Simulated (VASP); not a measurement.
# MoSe (P6_3/mmc) in VASP: a series of runs

The runs below take MoSe through single point, with r2SCAN+U.

Program: VASP 6.6.1. These are calculated values, not measurements. Logs are shortened: lines on timing, memory, paths and dates and some standing lists are left out, and cuts for length are marked.

### 1 The cell of the first run

Symmetry: P6_3/mmc, No. 194, hexagonal system. The conventional cell has a = 4.005 Å, b = 4.005 Å, c = 6.819 Å, α = 90.00°, β = 90.00°, γ = 120.00°. Within 3.8 Å of Mo (site symmetry -3m) lie 6 Se at 2.87 Å and 2 Mo at 3.41 Å. Within 3.8 Å of Se (site symmetry -6m2) lie 6 Mo at 2.87 Å.

### 2 Single point, r2SCAN+U, collinear spin

POSCAR reads:

```
MoSe
1.0
    4.0050742913      0.0000000000      0.0000000000
   -2.0025371456      3.4684960803      0.0000000000
    0.0000000000      0.0000000000      6.8191364434
Mo Se
2 2
Direct
    0.0000000000      0.0000000000      0.0000000000
    0.0000000000      0.0000000000      0.5000000000
    0.3333333333      0.6666666667      0.2500000000
    0.6666666667      0.3333333333      0.7500000000
```

INCAR.step1 reads:

```
  PREC = Accurate
  ENCUT = 520
  ISMEAR = 0
  SIGMA = 0.1
  LREAL = F
  LASPH = T
  NELM = 150
  ISPIN = 2
  MAGMOM = 2 2 0 0
  LMAXMIX = 4
  LDAU = T
  LDAUTYPE = 2
  LDAUL = 2 -1
  LDAUU = 4.38 0
  LDAUJ = 0 0
  NBANDS = 32
  GGA = PE
  ALGO = Normal
  EDIFF = 1E-4
  LWAVE = T
  LCHARG = F
```

INCAR.step2 reads:

```
  PREC = Accurate
  ENCUT = 520
  EDIFF = 1E-7
  ISMEAR = 0
  SIGMA = 0.1
  LREAL = F
  LASPH = T
  NELM = 150
  ALGO = Normal
  ISIF = 2
  LWAVE = F
  LCHARG = F
  ISPIN = 2
  MAGMOM = 2 2 0 0
  LORBIT = 11
  LMAXMIX = 4
  LDAU = T
  LDAUTYPE = 2
  LDAUL = 2 -1
  LDAUU = 4.38 0
  LDAUJ = 0 0
  LDAUPRINT = 1
  METAGGA = R2SCAN
  LMIXTAU = T
  NBANDS = 32
  ISTART = 1
```

KPOINTS reads:

```
regular mesh
0
Gamma
  12 12 6
```

Potentials or basis: VASP PAW PBE potentials, release 64 (Mo_sv, Se).

Run with:

```bash
$ cat potpaw_PBE.64/Mo_sv/POTCAR potpaw_PBE.64/Se/POTCAR > POTCAR
$ cp INCAR.step1 INCAR
$ mpirun -np 1 vasp_std > vasp.out
$ cp INCAR.step2 INCAR
$ mpirun -np 1 vasp_std > vasp.out
```

OUTCAR:

```text
PREC = Accurate
   ENCUT = 520
   EDIFF = 1E-7
   ISMEAR = 0
   LREAL = F
   LASPH = T
   NELM = 150
   ISIF = 2
   ISPIN = 2
   LORBIT = 11
   METAGGA = R2SCAN
   ISTART = 1

 ion  position               nearest neighbor table
   1  0.000  0.000  0.000-   3 2.87   4 2.87   3 2.87   4 2.87   4 2.87   3 2.87   2 3.41   2 3.41

   2  0.000  0.000  0.500-   3 2.87   4 2.87   3 2.87   4 2.87   4 2.87   3 2.87   1 3.41   1 3.41

   3  0.333  0.667  0.250-   1 2.87   2 2.87   1 2.87   2 2.87   1 2.87   2 2.87
   4  0.667  0.333  0.750-   1 2.87   2 2.87   1 2.87   2 2.87   1 2.87   2 2.87

  LATTYP: Found a hexagonal cell.
 ALAT       =     4.0050742913
 C/A-ratio  =     1.7026242080

  Lattice vectors:

 A1 = (   4.0050742913,   0.0000000000,   0.0000000000)
 A2 = (  -2.0025371456,   3.4684960803,   0.0000000000)
 A3 = (   0.0000000000,   0.0000000000,   6.8191364434)

Analysis of symmetry for initial positions (statically):
=====================================================================
 Subroutine PRICEL returns:
 Original cell was already a primitive cell.

 Routine SETGRP: Setting up the symmetry group for a
 hexagonal supercell.

 Subroutine GETGRP returns: Found 24 space group operations
 (whereof 12 operations were pure point group operations)
 out of a pool of 24 trial point group operations.

The static configuration has the point symmetry D_3d.
 The point group associated with its full space group is D_6h.

Analysis of symmetry for dynamics (positions and initial velocities):
=====================================================================
 Subroutine PRICEL returns:
 Original cell was already a primitive cell.

 Routine SETGRP: Setting up the symmetry group for a
 hexagonal supercell.

 Subroutine GETGRP returns: Found 24 space group operations
[... 220 lines left out ...]

  o =  0.0109  v =  0.0000  0.0000  0.0000  0.0000  0.0000  0.5275  0.4289  0.0000 -0.3516 -0.6436      0.0000  0.0000  0.0000  0.0000  0.0000  0.0000  0.0000  0.0000  0.0000  0.0000
  o =  0.0109  v =  0.0000  0.0000  0.0000  0.0000  0.0000  0.6436 -0.3516  0.0000 -0.4289  0.5275      0.0000  0.0000  0.0000  0.0000  0.0000  0.0000  0.0000  0.0000  0.0000  0.0000
  o =  0.0142  v =  0.0000  0.0000  0.0000  0.0000  0.0000  0.0000 -0.0000 -1.0000 -0.0000  0.0000      0.0000  0.0000  0.0000  0.0000  0.0000  0.0000  0.0000  0.0000  0.0000  0.0000
  o =  0.0679  v =  0.0000  0.0000  0.0000  0.0000  0.0000  0.3525 -0.6424 -0.0000  0.5290 -0.4281      0.0000  0.0000  0.0000  0.0000  0.0000  0.0000  0.0000  0.0000  0.0000  0.0000
  o =  0.0679  v =  0.0000  0.0000  0.0000  0.0000  0.0000 -0.4281 -0.5290  0.0000 -0.6424 -0.3525      0.0000  0.0000  0.0000  0.0000  0.0000  0.0000  0.0000  0.0000  0.0000  0.0000
  o =  0.6208  v = -0.3418  0.6508 -0.0000 -0.5361  0.4149  0.0000  0.0000  0.0000  0.0000  0.0000      0.0000  0.0000  0.0000  0.0000  0.0000  0.0000  0.0000  0.0000  0.0000  0.0000
  o =  0.6208  v =  0.4149  0.5361  0.0000  0.6508  0.3418  0.0000  0.0000  0.0000  0.0000  0.0000      0.0000  0.0000  0.0000  0.0000  0.0000  0.0000  0.0000  0.0000  0.0000  0.0000
  o =  0.8484  v = -0.5361 -0.4149 -0.0000  0.3418  0.6508  0.0000  0.0000  0.0000  0.0000  0.0000      0.0000  0.0000  0.0000  0.0000  0.0000  0.0000  0.0000  0.0000  0.0000  0.0000
  o =  0.8484  v =  0.6508 -0.3418  0.0000 -0.4149  0.5361  0.0000  0.0000  0.0000  0.0000  0.0000      0.0000  0.0000  0.0000  0.0000  0.0000  0.0000  0.0000  0.0000  0.0000  0.0000
  o =  0.8565  v = -0.0000  0.0000  1.0000  0.0000 -0.0000  0.0000  0.0000  0.0000  0.0000  0.0000      0.0000  0.0000  0.0000  0.0000  0.0000  0.0000  0.0000  0.0000  0.0000  0.0000

 number of electron      39.9999999 magnetization       7.9999999

 Free energy of the ion-electron system (eV)
  ---------------------------------------------------
  ext. energy  EPLUGINS =         0.00000000
  ---------------------------------------------------
  free energy    TOTEN  =       -74.23068306 eV

  energy without entropy =      -74.22603523  energy(sigma->0) =      -74.22835915

 E-fermi :   6.4054     XC(G=0): -10.6461

 val. band max:        6.4049146907   @ k =   0.2500   0.0833   0.3333
 cond. band min:       6.4190202534   @ k =   0.0833   0.0000   0.5000
 fundamental gap:      0.0141055627
 Fermi energy:         6.4054413453

 spin component 1

 k-point     1 :       0.0000    0.0000    0.0000
  band No.  band energies     occupation
      1     -57.7711      1.00000
      2     -57.7634      1.00000
      3     -31.4500      1.00000
      4     -31.3519      1.00000
      5     -31.3519      1.00000
      6     -31.3406      1.00000
[... 1673 lines left out ...]
     31      14.5899      0.00000
     32      15.1001      0.00000

 [... further k-points ...]
[... 5 lines left out ...]
  --------------------------------------------------------------------------------------
  -------------------------------------------------------------------------------------
  Total       -0.7687175     -0.7687175     -0.6039038     -0.0000000      0.0000000     -0.0000000
  in kB      -13.0015810    -13.0015810    -10.2140317     -0.0000000      0.0000000     -0.0000000
  external PRESSURE =     -12.0723979 kB  Pullay stress =       0.0000000 kB

 VOLUME and BASIS-vectors are now :
 -----------------------------------------------------------------------------
  energy-cutoff  :      520.00
  volume of cell :       94.73
      direct lattice vectors                 reciprocal lattice vectors
     4.005074291  0.000000000  0.000000000     0.249683259  0.144154697  0.000000000
    -2.002537146  3.468496080  0.000000000     0.000000000  0.288309393  0.000000000
     0.000000000  0.000000000  6.819136443     0.000000000  0.000000000  0.146646134

 POSITION                                       TOTAL-FORCE (eV/Angst)
 -----------------------------------------------------------------------------------
      0.00000      0.00000      0.00000         0.000000      0.000000     -0.000000
      0.00000      0.00000      3.40957         0.000000      0.000000     -0.000000
     -0.00000      2.31233      1.70478        -0.000000      0.000000      0.000000
      2.00254      1.15617      5.11435        -0.000000     -0.000000      0.000000
 -----------------------------------------------------------------------------------
    total drift:                               -0.000000      0.000000      0.000000

  FREE ENERGIE OF THE ION-ELECTRON SYSTEM (eV)
  ---------------------------------------------------
  free  energy   TOTEN  =       -74.2306830646 eV

  energy  without entropy=      -74.2260352297  energy(sigma->0) =      -74.22835915

 total charge

# of ion       s       p       d       tot
------------------------------------------
    1        2.169   6.050   3.932  12.152
    2        2.169   6.050   3.932  12.152
    3        1.454   2.412   0.030   3.896
    4        1.454   2.412   0.030   3.896
--------------------------------------------------
tot          7.246  16.925   7.925  32.096

 magnetization (x)

# of ion       s       p       d       tot
------------------------------------------
    1        0.062   0.031   3.597   3.690
    2        0.062   0.031   3.597   3.690
    3        0.025  -0.185   0.024  -0.136
    4        0.025  -0.185   0.024  -0.136
--------------------------------------------------
tot          0.175  -0.309   7.241   7.108
```

OUTCAR.step1:

```text
PREC = Accurate
   ENCUT = 520
   ISMEAR = 0
   LREAL = F
[... 1940 lines left out ...]
      0.00000      0.00000      0.00000         0.000000      0.000000      0.000000
      0.00000      0.00000      3.40957        -0.000000      0.000000      0.000000
     -0.00000      2.31233      1.70478         0.000000     -0.000000      0.000000
      2.00254      1.15617      5.11435        -0.000000      0.000000      0.000000
 -----------------------------------------------------------------------------------
    total drift:                               -0.000000      0.000000      0.000000

  FREE ENERGIE OF THE ION-ELECTRON SYSTEM (eV)
  ---------------------------------------------------
  free  energy   TOTEN  =       -20.6743261529 eV

  energy  without entropy=      -20.6692628211  energy(sigma->0) =      -20.67179449
```

It took 18 min on 1 thread of AMD EPYC 9R45 (Zen 5), shared host; peak memory 0.47 GiB.

What came out:

- Free energy: -74.2307 eV
- Pressure: -1.2 GPa
- Band gap on the k mesh: zero (filled and empty bands overlap)
- Net moment: 8.00 μB per cell
- Site moments: Mo +3.69; Se -0.14 μB
- Valence electrons inside the program's atomic spheres: Mo 12.15; Se 3.90

Stress tensor (GPa, compression positive):
```
-1.30  0.00  0.00
 0.00 -1.30  0.00
 0.00  0.00 -1.02
```

Eigenvalues of the final occupation matrices:
```csv
site,spin,trace,eigenvalues
site 1 d,1,3.80,0.62 0.62 0.85 0.85 0.86
site 1 d,2,0.17,0.01 0.01 0.01 0.07 0.07
site 2 d,1,3.80,0.62 0.62 0.85 0.85 0.86
site 2 d,2,0.17,0.01 0.01 0.01 0.07 0.07
```

Caveat: the PAW data sets were made with another functional, which shifts forces and pressure a little.

### 3 Single point, r2SCAN+U, collinear spin

POSCAR is that of step 2.

INCAR.step1 reads:

```
SYSTEM = MoSe
PREC = Accurate ; ENCUT = 520
ISMEAR = 0 ; SIGMA = 0.1
LREAL = .False. ; LASPH = .True.
NELM = 150 ; ISPIN = 2
MAGMOM = 2 2 0 0 ; LMAXMIX = 4
LDAU = .True. ; LDAUTYPE = 2
LDAUL = 2 -1 ; LDAUU = 4.38 0
LDAUJ = 0 0 ; NBANDS = 32
GGA = PE ; ALGO = Normal
EDIFF = 1E-4 ; LWAVE = .True.
LCHARG = .False.
```

INCAR.step2 reads:

```
SYSTEM = MoSe
PREC = Accurate ; ENCUT = 520
EDIFF = 1E-7 ; ISMEAR = 0
SIGMA = 0.1 ; LREAL = .False.
LASPH = .True. ; NELM = 150
ALGO = Normal ; ISIF = 2
LWAVE = .False. ; LCHARG = .False.
ISPIN = 2 ; MAGMOM = 2 2 0 0
LORBIT = 11 ; LMAXMIX = 4
LDAU = .True. ; LDAUTYPE = 2
LDAUL = 2 -1 ; LDAUU = 4.38 0
LDAUJ = 0 0 ; LDAUPRINT = 1
METAGGA = R2SCAN ; LMIXTAU = .True.
NBANDS = 32 ; ISTART = 1
```

KPOINTS reads:

```
Automatic mesh
0
Gamma
  12 12 6
  0 0 0
```

Potentials or basis: VASP PAW PBE potentials, release 64 (Mo_sv, Se).

Run with:

```bash
$ cat potpaw_PBE.64/Mo_sv/POTCAR potpaw_PBE.64/Se/POTCAR > POTCAR
$ cp INCAR.step1 INCAR
$ mpirun -np 1 vasp_std > vasp.out
$ cp INCAR.step2 INCAR
$ mpirun -np 1 vasp_std > vasp.out
```

OUTCAR:

```text
SYSTEM = MoSe
   PREC = Accurate
   ENCUT = 520
   EDIFF = 1E-7
   ISMEAR = 0
   LREAL = .False.
   LASPH = .True.
   NELM = 150
   ISIF = 2
   ISPIN = 2
   LORBIT = 11
   METAGGA = R2SCAN
   ISTART = 1

 ion  position               nearest neighbor table
   1  0.000  0.000  0.000-   3 2.87   4 2.87   3 2.87   4 2.87   4 2.87   3 2.87   2 3.41   2 3.41

   2  0.000  0.000  0.500-   3 2.87   4 2.87   3 2.87   4 2.87   4 2.87   3 2.87   1 3.41   1 3.41

   3  0.333  0.667  0.250-   1 2.87   2 2.87   1 2.87   2 2.87   1 2.87   2 2.87
   4  0.667  0.333  0.750-   1 2.87   2 2.87   1 2.87   2 2.87   1 2.87   2 2.87

  LATTYP: Found a hexagonal cell.
 ALAT       =     4.0050742913
 C/A-ratio  =     1.7026242080

  Lattice vectors:

 A1 = (   4.0050742913,   0.0000000000,   0.0000000000)
 A2 = (  -2.0025371456,   3.4684960803,   0.0000000000)
 A3 = (   0.0000000000,   0.0000000000,   6.8191364434)

Analysis of symmetry for initial positions (statically):
=====================================================================
 Subroutine PRICEL returns:
 Original cell was already a primitive cell.

 Routine SETGRP: Setting up the symmetry group for a
 hexagonal supercell.

 Subroutine GETGRP returns: Found 24 space group operations
 (whereof 12 operations were pure point group operations)
 out of a pool of 24 trial point group operations.

The static configuration has the point symmetry D_3d.
 The point group associated with its full space group is D_6h.

Analysis of symmetry for dynamics (positions and initial velocities):
=====================================================================
 Subroutine PRICEL returns:
 Original cell was already a primitive cell.

 Routine SETGRP: Setting up the symmetry group for a
 hexagonal supercell.

 Subroutine GETGRP returns: Found 24 space group operations
 (whereof 12 operations were pure point group operations)
 out of a pool of 24 trial point group operations.

The dynamic configuration has the point symmetry D_3d.
 The point group associated with its full space group is D_6h.
[... 226 lines left out ...]

 number of electron      39.9999999 magnetization       7.9999999

 Free energy of the ion-electron system (eV)
  ---------------------------------------------------
  ext. energy  EPLUGINS =         0.00000000
  ---------------------------------------------------
  free energy    TOTEN  =       -74.23068306 eV

  energy without entropy =      -74.22603523  energy(sigma->0) =      -74.22835915

 E-fermi :   6.4054     XC(G=0): -10.6461

 val. band max:        6.4049146907   @ k =   0.2500   0.0833   0.3333
 cond. band min:       6.4190202534   @ k =   0.0833   0.0000   0.5000
 fundamental gap:      0.0141055627
 Fermi energy:         6.4054413453

 spin component 1

 k-point     1 :       0.0000    0.0000    0.0000
  band No.  band energies     occupation
      1     -57.7711      1.00000
      2     -57.7634      1.00000
      3     -31.4500      1.00000
      4     -31.3519      1.00000
      5     -31.3519      1.00000
      6     -31.3406      1.00000
[... 1673 lines left out ...]
     31      14.5899      0.00000
     32      15.1001      0.00000

 [... further k-points ...]
[... 5 lines left out ...]
  --------------------------------------------------------------------------------------
  -------------------------------------------------------------------------------------
  Total       -0.7687175     -0.7687175     -0.6039038     -0.0000000      0.0000000     -0.0000000
  in kB      -13.0015810    -13.0015810    -10.2140317     -0.0000000      0.0000000     -0.0000000
  external PRESSURE =     -12.0723979 kB  Pullay stress =       0.0000000 kB

 VOLUME and BASIS-vectors are now :
 -----------------------------------------------------------------------------
  energy-cutoff  :      520.00
  volume of cell :       94.73
      direct lattice vectors                 reciprocal lattice vectors
     4.005074291  0.000000000  0.000000000     0.249683259  0.144154697  0.000000000
    -2.002537146  3.468496080  0.000000000     0.000000000  0.288309393  0.000000000
     0.000000000  0.000000000  6.819136443     0.000000000  0.000000000  0.146646134

 POSITION                                       TOTAL-FORCE (eV/Angst)
 -----------------------------------------------------------------------------------
      0.00000      0.00000      0.00000         0.000000      0.000000     -0.000000
      0.00000      0.00000      3.40957         0.000000      0.000000     -0.000000
     -0.00000      2.31233      1.70478        -0.000000      0.000000      0.000000
      2.00254      1.15617      5.11435        -0.000000     -0.000000      0.000000
 -----------------------------------------------------------------------------------
    total drift:                               -0.000000      0.000000      0.000000

  FREE ENERGIE OF THE ION-ELECTRON SYSTEM (eV)
  ---------------------------------------------------
  free  energy   TOTEN  =       -74.2306830646 eV

  energy  without entropy=      -74.2260352297  energy(sigma->0) =      -74.22835915

 total charge

# of ion       s       p       d       tot
------------------------------------------
    1        2.169   6.050   3.932  12.152
    2        2.169   6.050   3.932  12.152
    3        1.454   2.412   0.030   3.896
    4        1.454   2.412   0.030   3.896
--------------------------------------------------
tot          7.246  16.925   7.925  32.096

 magnetization (x)

# of ion       s       p       d       tot
------------------------------------------
    1        0.062   0.031   3.597   3.690
    2        0.062   0.031   3.597   3.690
    3        0.025  -0.185   0.024  -0.136
    4        0.025  -0.185   0.024  -0.136
--------------------------------------------------
tot          0.175  -0.309   7.241   7.108
```

OUTCAR.step1:

```text
SYSTEM = MoSe
   PREC = Accurate
   ENCUT = 520
   ISMEAR = 0
   LREAL = .False.
   LASPH = .True.
   NELM = 150
[... 1939 lines left out ...]
      0.00000      0.00000      3.40957        -0.000000      0.000000      0.000000
     -0.00000      2.31233      1.70478         0.000000     -0.000000      0.000000
      2.00254      1.15617      5.11435        -0.000000      0.000000      0.000000
 -----------------------------------------------------------------------------------
    total drift:                               -0.000000      0.000000      0.000000

  FREE ENERGIE OF THE ION-ELECTRON SYSTEM (eV)
  ---------------------------------------------------
  free  energy   TOTEN  =       -20.6743261529 eV

  energy  without entropy=      -20.6692628211  energy(sigma->0) =      -20.67179449
```

OSZICAR.step1:

```text
N       E                     dE             d eps       ncg     rms          rms(c)
DAV:   1     0.324749860658E+03    0.32475E+03   -0.21230E+04 10544   0.117E+03
DAV:   2    -0.474735756035E+01   -0.32950E+03   -0.31740E+03 11464   0.326E+02
DAV:   3    -0.174788183207E+02   -0.12731E+02   -0.12382E+02 12208   0.564E+01
DAV:   4    -0.176320118857E+02   -0.15319E+00   -0.15297E+00 10296   0.627E+00
DAV:   5    -0.176335333315E+02   -0.15214E-02   -0.15210E-02 12112   0.595E-01    0.112E+01
DAV:   6    -0.193461012098E+02   -0.17126E+01   -0.10257E+01 10192   0.137E+01    0.105E+01
DAV:   7    -0.201608085008E+02   -0.81471E+00   -0.70480E-01 10616   0.416E+00    0.560E+00
DAV:   8    -0.205575737277E+02   -0.39677E+00   -0.40902E-01 11176   0.376E+00    0.313E+00
DAV:   9    -0.206538768610E+02   -0.96303E-01   -0.18444E-01 10632   0.254E+00    0.152E+00
DAV:  10    -0.206710965528E+02   -0.17220E-01   -0.30732E-02 11064   0.869E-01    0.628E-01
DAV:  11    -0.206731588889E+02   -0.20623E-02   -0.36600E-03 11536   0.350E-01    0.231E-01
DAV:  12    -0.206741549549E+02   -0.99607E-03   -0.60776E-04  9736   0.145E-01    0.848E-02
DAV:  13    -0.206742826599E+02   -0.12770E-03   -0.20789E-04  9720   0.748E-02    0.452E-02
DAV:  14    -0.206743261529E+02   -0.43493E-04   -0.32309E-05  6424   0.371E-02
   1 F= -.20674326E+02 E0= -.20671794E+02  d E =-.506333E-02  mag=     7.9959
```

Wall time 33 min (1 thread of Oxide Virtual Turin-like, shared host); peak memory 0.46 GiB.

Results:

```yaml
Free_energy: -74.2307 eV
Pressure: -1.2 GPa
Band_gap_on_the_k_mesh: zero (filled and empty bands overlap)
Net_moment: 8.00 μB per cell
Site_moments: Mo +3.69; Se -0.14 μB
Valence_electrons_inside_the_program's_atomic_spheres: Mo 12.15; Se 3.90
```

Levels at points of the mesh, in eV from the Fermi level:
Spin up:
| k point | band 21 | band 22 | band 23 | band 24 | band 25 | band 26 | band 27 | band 28 |
| --- | --- | --- | --- | --- | --- | --- | --- | --- |
| (0.00, 0.00, 0.00) | -2.20 | -1.88 | -1.88 | -1.54 | 0.52 | 1.70 | 1.70 | 2.59 |
| (0.50, 0.00, 0.00) | -2.49 | -2.25 | -1.84 | -0.82 | 0.93 | 1.80 | 2.95 | 3.88 |
| (0.00, 0.00, 0.50) | -2.94 | -2.94 | 0.34 | 0.34 | 0.34 | 0.34 | 2.99 | 2.99 |
| (0.50, 0.00, 0.50) | -2.45 | -2.45 | -0.04 | -0.04 | 0.47 | 0.47 | 2.14 | 2.14 |
Spin down:
| k point | band 14 | band 15 | band 16 | band 17 | band 18 | band 19 |
| --- | --- | --- | --- | --- | --- | --- |
| (0.00, 0.00, 0.00) | -2.59 | -2.34 | -2.34 | 0.93 | 2.18 | 2.18 |
| (0.50, 0.00, 0.00) | -4.20 | -3.73 | -3.39 | 0.55 | 2.27 | 3.31 |
| (0.00, 0.00, 0.50) | -3.06 | -3.06 | -3.06 | 2.16 | 2.16 | 2.88 |
| (0.50, 0.00, 0.50) | -3.84 | -3.56 | -3.56 | 1.54 | 1.54 | 3.32 |

Eigenvalues of the final occupation matrices:
| site | spin | trace | eigenvalues |
| --- | --- | --- | --- |
| site 1 d | 1 | 3.80 | 0.62 0.62 0.85 0.85 0.86 |
| site 1 d | 2 | 0.17 | 0.01 0.01 0.01 0.07 0.07 |
| site 2 d | 1 | 3.80 | 0.62 0.62 0.85 0.85 0.86 |
| site 2 d | 2 | 0.17 | 0.01 0.01 0.01 0.07 0.07 |

Caveat: the PAW data sets were made with another functional, which shifts forces and pressure a little.
